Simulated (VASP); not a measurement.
Input of a VASP 6.6.1 run:

INCAR

```
SYSTEM = Ag
ALGO = Normal
EDIFF = 1E-8
ENCUT = 520
GGA = PE
ISIF = 2
ISMEAR = -1
LASPH = .TRUE.
LCHARG = .FALSE.
LEFG = .TRUE.
LREAL = .FALSE.
LWAVE = .FALSE.
NBANDS = 30
NELM = 80
PREC = Accurate
SIGMA = 0.08
```

KPOINTS

```
k-points
0
G
  14 14 4
  0 0 0
```

The input POSCAR:

```
Ag
1.0
    2.8861989086      0.0000000000      0.0000000000
   -1.4430994543      2.4995215753      0.0000000000
    0.0000000000      0.0000000000      9.7000000000
Ag
4
Direct
    0.3333333333      0.6666666667      0.2500000000
    0.6666666667      0.3333333333      0.7500000000
    0.0000000000      0.0000000000      0.0000000000
    0.0000000000      0.0000000000      0.5000000000
```

Potentials or basis: VASP PAW PBE potentials, release 64 (Ag).

The run is started by

```console
$ cat potpaw_PBE.64/Ag/POTCAR > POTCAR
$ mpirun -np 1 vasp_std > vasp.out
```

(1) Predict the pressure.

(2) What does it give for the band gap on the k mesh?

## Answers

(1) 2.0 GPa.

(2) zero (bands 22 and 23 overlap by 6.01 eV).

Caveat: the cell differs from its parent crystal (zz strain of -3 %); without QUAD_EFG the Cq values of the log hold for a quadrupole moment of 1 mb, not for the nuclei.
